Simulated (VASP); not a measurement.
Write the native input for VASP 6.6.1 that does the following.

```yaml
Task: single point
Functional: PBE
Potentials_or_basis: VASP PAW PBE potentials, release 64 (Ti_sv, O_h)
Cutoff: 910 eV
k_mesh: 6 × 6 × 10
Occupations: gaussian, width 0.02 eV
Spin: no spin polarisation
Hubbard_terms: Ti d U = 4.0 eV
Dipole_correction: no
Further_INCAR_settings: ALGO = Normal; EDIFF = 1e-06; NBANDS = 33
```

The structure of TiO2 lies in POSCAR:

```
TiO2
1.0
    4.6055473865      0.0000000000      0.0000000000
    0.0000000000      4.6055473865      0.0000000000
    0.0000000000      0.0000000000      3.0962960783
Ti O
2 4
Direct
    0.5000000000      0.5000000000      0.0000000000
    0.0000000000      0.0000000000      0.5000000000
    0.6941552738      0.6941552738      0.5000000000
    0.8058447262      0.1941552738      0.0000000000
    0.1941552738      0.8058447262      0.0000000000
    0.3058447262      0.3058447262      0.5000000000
```

This cell differs from its parent crystal: uniaxial strain along c: +3.0 %.

One way to write it, as run:

INCAR

```
PREC = Accurate
ENCUT = 910
EDIFF = 1E-6
ISMEAR = 0
SIGMA = 0.02
LREAL = False
LASPH = True
NELM = 200
ALGO = Normal
ISIF = 2
LWAVE = False
LCHARG = False
LMAXMIX = 4
LDAU = True
LDAUTYPE = 2
LDAUL = 2 -1
LDAUU = 4 0
LDAUJ = 0 0
LDAUPRINT = 1
GGA = PE
NBANDS = 33
GGA_COMPAT = False
```

KPOINTS

```
regular mesh
0
Gamma
  6 6 10
```

Potentials or basis: VASP PAW PBE potentials, release 64 (Ti_sv, O_h).

Run with:

```console
$ cat potpaw_PBE.64/Ti_sv/POTCAR potpaw_PBE.64/O_h/POTCAR > POTCAR
$ mpirun -np 1 vasp_std > vasp.out
```

It gave:

```
Pressure               : -1.0 GPa
Largest force          : 0.059 eV/Å
Band gap on the k mesh : 2.25 eV
```

Caveat: the cell differs from its parent crystal (uniaxial strain along c: +3.0 %); the cutoff is under 1.25 times the usual one of these potentials, so pressure, stress and relaxed cells hold a basis-set (Pulay) error.

Wall time 2.3 min on 1 thread of Intel(R) Xeon(R) 6975P-C (Granite Rapids) (shared host), peak memory 0.39 GiB.
